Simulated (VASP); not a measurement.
Here is a VASP 6.6.1 calculation.

Contents of INCAR:

```
SYSTEM = Na
  ALGO = Normal
  EDIFF = 1E-6
  ENCUT = 520
  GGA = PS
  ISIF = 2
  ISMEAR = 0
  LASPH = .TRUE.
  LCHARG = .TRUE.
  LELF = .TRUE.
  LREAL = .FALSE.
  LVHAR = .TRUE.
  LWAVE = .FALSE.
  NBANDS = 22
  NELM = 60
  PREC = Accurate
  SIGMA = 0.1
```

File KPOINTS:

```
k-points
0
G
  4 4 2
  0 0 0
```

The input POSCAR:

```
Na
1.0
    3.1050809822     -2.5405579680      0.0000000000
    3.1050809822      2.5405579680      0.0000000000
    0.0000000000      0.0000000000      9.1938424129
Na
4
Direct
    0.7506882636      0.2493117364      0.1249403986
    0.7493117364      0.2506882636      0.6249403986
    0.2493117364      0.7506882636      0.8750596014
    0.2506882636      0.7493117364      0.3750596014
```

Potentials or basis: VASP PAW PBE potentials, release 64 (Na_pv).

Run with:

```sh
$ cat potpaw_PBE.64/Na_pv/POTCAR > POTCAR
$ mpirun -np 1 vasp_std > vasp.out
```

Q: Estimate the largest force.

A: 0.004 eV/Å.

Q: Predict the band gap on the k mesh.

A: Zero (bands 14 and 15 overlap by 2.31 eV).

Q: Predict the pressure.

A: 0.1 GPa.

Forces in eV/Å, atoms in the order of the input:
```
Na   0.000  0.003  0.001
Na   0.000 -0.003  0.001
Na   0.000 -0.003 -0.001
Na   0.000  0.003 -0.001
```

Caveat: the k points lie up to 0.40 Å⁻¹ apart, too coarse for converged energies and pressures of a metal; the PAW data sets were made with another functional, which shifts forces and pressure a little.
